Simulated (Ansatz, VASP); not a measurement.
## CdS: VASP beside Ansatz

```
CELL_PARAMETERS angstrom
0.00000 2.91650 2.91650
2.91650 0.00000 2.91650
2.91650 2.91650 0.00000
ATOMIC_POSITIONS crystal
Cd 0.00000 0.00000 0.00000
S 0.75000 0.75000 0.75000
```

Alike in both runs: functional PBE0; k mesh 6 × 6 × 6; occupations fermi-dirac, width 0.05 eV; no spin polarisation.

|  | VASP | Ansatz |
| --- | --- | --- |
| version | VASP 6.6.1 | Ansatz 0.2.0 |
| potentials or method | VASP PAW PBE potentials, release 64 (Cd, S) | Ansatz PAW |
| plane-wave cutoff (eV) | 520 | 420 |
| valence electrons in the cell | 18 | 26 |
| task | single point | band structure |

Ansatz gave:

```
gap on the k mesh at the Fermi level (eV) : 2.81
least direct gap on the mesh (eV)         : 2.81
pressure (GPa)                            : 1.6
```

**Question.** What did VASP give for the same quantities?

**Answer.** gap on the k mesh at the Fermi level (eV): 2.83; least direct gap on the mesh (eV): 2.83; pressure (GPa): 1.8.

The functional is the same, so the differences come from potentials, cutoffs and numerics. VASP's potentials hold 18 valence electrons a cell and Ansatz's 26, so a difference there can come from the potentials and not from the codes.
